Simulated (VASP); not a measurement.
# C in VASP: single point with PBE+D3(BJ)

Aim: the single point of C with PBE+D3(BJ).

Everything below comes from runs of VASP 6.6.1. Logs are shortened: lines on timing, memory, paths and dates and some standing lists are left out, and cuts for length are marked.

### Step 1. The cell of the first run

The cell holds a slab with vacuum, 4 atoms: a = 2.466 Å, b = 2.466 Å, c = 17.500 Å, α = 90.00°, β = 90.00°, γ = 120.00°.

### Step 2. Single point, PBE+D3(BJ)

The input, INCAR:

```
ALGO     = Normal         # electronic algorithm
DIPOL    = 0.5 0.5 0.355
EDIFF    = 1E-7           # SCF threshold, eV
ENCUT    = 520            # plane-wave cutoff, eV
GGA      = PE             # functional
IDIPOL   = 3            
ISIF     = 2              # what is computed and relaxed
ISMEAR   = 0              # smearing method
IVDW     = 12             # dispersion correction
LASPH    = True           # aspherical terms in the spheres
LCHARG   = False          # write CHGCAR
LDIPOL   = True         
LREAL    = False          # projectors in reciprocal space
LWAVE    = False          # write WAVECAR
NBANDS   = 16             # bands
NELM     = 80             # most SCF steps
PREC     = Accurate       # precision mode
SIGMA    = 0.1            # smearing width, eV
```

The input, KPOINTS:

```
k-points
0
Gamma
  15 15 1
```

The input, POSCAR:

```
C
1.0
    2.4656677095      0.0000000000      0.0000000000
   -1.2328338548      2.1353308737      0.0000000000
    0.0000000000      0.0000000000     17.5000661139
C
4
Direct
    0.6666666667      0.3333333334      0.2571379016
    0.3333333333      0.6666666667      0.2571427396
    0.6666666667      0.8333333334      0.4523855706
    0.3333333333      1.1666666667      0.4523855366
```

Potentials or basis: VASP PAW PBE potentials, release 64 (C).

Launch:

```sh
cat potpaw_PBE.64/C/POTCAR > POTCAR
mpirun -np 1 vasp_std > vasp.out
```

OUTCAR:

```text
EDIFF = 1E-7
   ENCUT = 520
   GGA = PE
   ISIF = 2
   ISMEAR = 0
   IVDW = 12
   LASPH = True
   LREAL = False
   NELM = 80
   PREC = Accurate
 IVDW          = 12

 ion  position               nearest neighbor table
   1  0.667  0.333  0.257-   2 1.42   2 1.42   2 1.42
   2  0.333  0.667  0.257-   1 1.42   1 1.42   1 1.42
   3  0.667  0.833  0.452-   4 1.42   4 1.42   4 1.42
   4  0.333  0.167  0.452-   3 1.42   3 1.42   3 1.42

  LATTYP: Found a hexagonal cell.
 ALAT       =     2.4656677095
 C/A-ratio  =     7.0974957601

  Lattice vectors:

 A1 = (   2.4656677095,   0.0000000000,   0.0000000000)
 A2 = (  -1.2328338548,   2.1353308737,   0.0000000000)
 A3 = (   0.0000000000,   0.0000000000,  17.5000661139)

Analysis of symmetry for initial positions (statically):
=====================================================================
 Subroutine PRICEL returns:
 Original cell was already a primitive cell.

 Routine SETGRP: Setting up the symmetry group for a
 hexagonal supercell.

 Subroutine GETGRP returns: Found  8 space group operations
 (whereof  4 operations were pure point group operations)
 out of a pool of 24 trial point group operations.

The static configuration has the point symmetry C_2v.
 The point group associated with its full space group is D_2h.

Analysis of symmetry for dynamics (positions and initial velocities):
=====================================================================
 Subroutine PRICEL returns:
 Original cell was already a primitive cell.

 Routine SETGRP: Setting up the symmetry group for a
 hexagonal supercell.

 Subroutine GETGRP returns: Found  8 space group operations
 (whereof  4 operations were pure point group operations)
 out of a pool of 24 trial point group operations.

The dynamic configuration has the point symmetry C_2v.
 The point group associated with its full space group is D_2h.

 Subroutine INISYM returns: Found  8 space group operations
 (whereof  4 operations are pure point group operations),
 and found     1 'primitive' translations

----------------------------------------------------------------------------------------

                                     Primitive cell

  volume of cell :      92.1381

[... 98 lines left out ...]
   ISIF   =      2    stress and relaxation
   ISYM   =      2    0-nonsym 1-usesym 2-fastsym
   POTIM  = 0.5000    time-step for ionic-motion
   TEBEG  =    0.0;   TEEND  =   0.0 temperature during run
   PSTRESS=    0.0 pullay stress
   NELECT =      16.0000    total number of electrons
   NUPDOWN=      -1.0000    fix difference up-down
   EMIN   =  10.00;   EMAX   =-10.00  energy-range for DOS
   EFERMI =   0.00;   METHOD = LEGACY
   ISMEAR =     0;   SIGMA  =   0.10  broadening in eV -4-tet -1-fermi 0-gaus
   EFERMI_NEDOS =   21; number of points for ismear=-14 and -15
   IALGO  =     38    algorithm
   IMIX   =      4    mixing-type and parameters
     AMIX     =   0.40;   BMIX     =  1.00
     AMIX_MAG =   1.60;   BMIX_MAG =  1.00
  volume/ion in A,a.u.               =      23.03       155.44
  Fermi-wavevector in a.u.,A,eV,Ry     =   0.913345  1.725972 11.349976  0.834200
  Thomas-Fermi vector in A             =   2.037846
   LORBIT       =      0    0 simple, 1 ext, 2 COOP (PROOUT), +10 PAW based schemes
   GGA     = PE    functional components
   LHFCALC =     F    Hartree Fock is set to
   AEXX    =    0.0000 exact exchange contribution
   IVDW    =    12    specifies the selected vdW correction
   LEPSILON=     F    determine dielectric tensor
   LRPA    =     F    only Hartree local field effects (RPA)
 non-spin polarized calculation
 Gauss-broadening in eV      SIGMA  =   0.10
  energy-cutoff  :      520.00
  volume of cell :       92.14
 maximum number of plane-waves:      2521
   NGX =  9   NGY =  9   NGZ = 65

 dipolmoment           0.000000      0.000000      0.000028 electrons x Angstroem

 number of electron      15.9999996 magnetization

 dipolmoment           0.000000      0.000000     -0.000330 electrons x Angstroem

 Free energy of the ion-electron system (eV)
  ---------------------------------------------------
  ext. energy  EPLUGINS =         0.00000000
  ---------------------------------------------------
  free energy    TOTEN  =       -36.87721148 eV

  energy without entropy =      -36.87685044  energy(sigma->0) =      -36.87703096

 E-fermi :  -0.8381     XC(G=0):  -4.4446

 val. band max:       -0.9392107586   @ k =   0.3333   0.3333   0.0000
 cond. band min:      -0.7370039748   @ k =   0.3333   0.3333   0.0000
 fundamental gap:      0.2022067837
 Fermi energy:        -0.8381029735

 k-point     1 :       0.0000    0.0000    0.0000
  band No.  band energies     occupation
      1     -20.4137      2.00000
      2     -20.2829      2.00000
      3      -8.8798      2.00000
      4      -7.9911      2.00000
      5      -3.8726      2.00000
      6      -3.8688      2.00000
[... 433 lines left out ...]
      3      -9.5828      2.00000
      4      -9.5344      2.00000
      5      -6.6820      2.00000
      6      -6.6569      2.00000
[... 8 lines left out ...]
     15       7.5484      0.00000
     16       8.5826      0.00000

 [... further k-points ...]

------------------------ aborting loop because EDIFF is reached ----------------------------------------

 vacuum level on the upper side and lower side of the slab       (xc-potential included)        -0.060        -0.047

 Edisp (eV)   -0.47356

 E8    (eV) :    -0.1413

  FORCE on cell =-STRESS in cart. coord.  units (eV):
  Direction    XX          YY          ZZ          XY          YZ          ZX
  --------------------------------------------------------------------------------------
  -------------------------------------------------------------------------------------
  Total       0.10451     0.13141    -0.02526    -0.02329     0.00000     0.00000
  in kB       1.81734     2.28503    -0.43929    -0.40503     0.00000     0.00000
  external pressure =        1.22 kB  Pullay stress =        0.00 kB

 VOLUME and BASIS-vectors are now :
 -----------------------------------------------------------------------------
  energy-cutoff  :      520.00
  volume of cell :       92.14
      direct lattice vectors                 reciprocal lattice vectors
     2.465667709  0.000000000  0.000000000     0.405569654  0.234155749  0.000000000
    -1.232833855  2.135330874  0.000000000     0.000000000  0.468311498  0.000000000
     0.000000000  0.000000000 17.500066114     0.000000000  0.000000000  0.057142641

 POSITION                                       TOTAL-FORCE (eV/Angst)
 -----------------------------------------------------------------------------------
      1.23283      0.71178      4.49993        -0.001892     -0.001093     -0.000046
     -0.00000      1.42355      4.50001         0.001892      0.001093     -0.000046
      0.61642      1.77944      7.91678        -0.001892     -0.001093      0.000046
      0.61642      0.35589      7.91678         0.001892      0.001093      0.000046
 -----------------------------------------------------------------------------------
    total drift:                                0.000009      0.000005     -0.075553

  FREE ENERGIE OF THE ION-ELECTRON SYSTEM (eV)
  ---------------------------------------------------
  free  energy   TOTEN  =       -37.3507673116 eV

  energy  without entropy=      -37.3504062767  energy(sigma->0) =      -37.35058679

 vacuum level on the upper side and lower side of the slab         3.387         3.400
```

Run time: 74 s. Hardware: 1 thread of Intel Xeon 6975P-C (Granite Rapids), shared host; peak memory 0.24 GiB.

What came out:

```yaml
Free_energy: -37.3508 eV
Band_gap_on_the_k_mesh: 0.20 eV, direct
Dispersion_energy_per_atom: -0.118 eV
```

Forces in eV/Å, atoms in the order of the input:
```
C   -0.002 -0.001  0.000
C    0.002  0.001  0.000
C   -0.002 -0.001  0.000
C    0.002  0.001  0.000
```

Levels at points of the mesh, in eV from the valence-band top:
| k point | band 4 | band 5 | band 6 | band 7 | band 8 | band 9 | band 10 | band 11 | band 12 | band 13 |
| --- | --- | --- | --- | --- | --- | --- | --- | --- | --- | --- |
| (0.00, 0.00, 0.00) | -7.05 | -2.93 | -2.93 | -2.92 | -2.92 | 3.50 | 3.96 | 4.89 | 6.65 | 6.72 |
